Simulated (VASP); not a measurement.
Runs of VASP 6.6.1 on La. The structure is that of space group Pm-3m (No. 221), or close to it. The cells are those of the table. 

| cell | k mesh | gap on the mesh (eV) | pressure (GPa) |
| --- | --- | --- | --- |
| a = 3.222 Å, 1 atom | 11 × 11 × 11 | none | 0.1 |
| a = 3.306 Å, 1 atom | 11 × 11 × 11 | none | -1.7 |
| a = 3.179 Å, 1 atom | 11 × 11 × 11 | none | 1.3 |
| a = 3.346 Å, 1 atom | 11 × 11 × 11 | none | (a) |
| a = 3.088 Å, 1 atom | 11 × 11 × 11 | none | (b) |
| a = 3.134 Å, 1 atom | 11 × 11 × 11 | none | 2.6 |
| a = 3.265 Å, 1 atom | 11 × 11 × 11 | none | -0.9 |
| a = 3.222 Å, 1 atom | 16 × 16 × 16 | none | 0.1 |

Alike in all rows: task single point; level PBEsol; potentials or basis VASP PAW PBE potentials, release 64 (La); no spin polarisation; cutoff (eV) 520; smearing fermi-dirac 0.1 eV.

Problem. Estimate the missing entries.

Solution. (a) -2.4; (b) 4.3.

Caveats: the PAW data sets were made with another functional, which shifts forces and pressure a little; spin-orbit coupling is left out, which moves the levels of the heavy elements.

A k mesh can miss the band edges, and the runs leave out spin-orbit coupling on La.

A gap of «none» marks levels without a gap at the run's occupations.
